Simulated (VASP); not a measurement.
Here is a VASP 6.6.1 calculation.

Contents of INCAR:

```
SYSTEM = PtSe2
PREC     = Accurate       ! precision mode
ENCUT    = 600            ! plane-wave cutoff, eV
EDIFF    = 1E-7           ! SCF threshold, eV
ISMEAR   = -1             ! smearing method
SIGMA    = 0.1            ! smearing width, eV
LREAL    = .FALSE.        ! projectors in reciprocal space
LASPH    = .TRUE.         ! aspherical terms in the spheres
NELM     = 100            ! most SCF steps
ALGO     = Normal         ! electronic algorithm
ISIF     = 3              ! what is computed and relaxed
LWAVE    = .FALSE.        ! write WAVECAR
LCHARG   = .FALSE.        ! write CHGCAR
GGA      = PE             ! functional
IVDW     = 12             ! dispersion correction
IBRION   = 2              ! ionic algorithm
NSW      = 80             ! ionic steps
EDIFFG   = -0.05          ! ionic threshold
```

The input KPOINTS:

```
Automatic mesh
0
G
  6 6 4
  0 0 0
```

The input POSCAR:

```
PtSe2
1.0
    3.7240000000      0.0000000000      0.0000000000
   -1.8620000000      3.2250786000      0.0000000000
    0.0000000000      0.0000000000      5.0620000000
Pt Se
1 2
Direct
    0.0000000000      0.0000000000      0.0000000000
    0.3333333333      0.6666666667      0.2500000000
    0.6666666667      0.3333333333      0.7500000000
```

Potentials or basis: VASP PAW PBE potentials, release 64 (Pt, Se).

Command:

```console
$ cat potpaw_PBE.64/Pt/POTCAR potpaw_PBE.64/Se/POTCAR > POTCAR
$ mpirun -np 1 vasp_std > vasp.out
```

Question: Predict the dispersion energy per atom.

Answer: -0.490 eV.

Question: What does it give for the relaxed volume?

Answer: 19.81 Å³/atom.

Question: Predict the relaxed cell.

Answer: a = 3.767 Å, b = 3.767 Å, c = 4.836 Å, α = 90.00°, β = 90.00°, γ = 120.00°.

The path:
| step | energy change (eV) | largest force (eV/Å) | pressure (GPa) | volume (Å³) |
| --- | --- | --- | --- | --- |
| 1 | 0.0000 | 0.6280 | 3.50 | 60.80 |
| 2 | 0.0313 | 0.3885 | -5.91 | 64.77 |
| 3 | -0.0247 | 0.1896 | -0.63 | 62.33 |
| 4 | -0.0247 | 0.1977 | -0.55 | 62.29 |
| 5 | -0.0306 | 0.1700 | -0.47 | 61.89 |
| 6 | -0.0440 | 0.0752 | -0.13 | 60.69 |
| 7 | -0.0413 | 0.1869 | 1.11 | 58.32 |
| 8 | -0.0486 | 0.0032 | 0.32 | 59.76 |
| 9 | -0.0488 | 0.0259 | 0.42 | 59.55 |
| 10 | -0.0476 | 0.1807 | -1.38 | 59.94 |
| 11 | -0.0501 | 0.0911 | -0.35 | 59.71 |
| 12 | -0.0507 | 0.0328 | 0.34 | 59.27 |
| 13 | -0.0511 | 0.0151 | 0.08 | 59.44 |
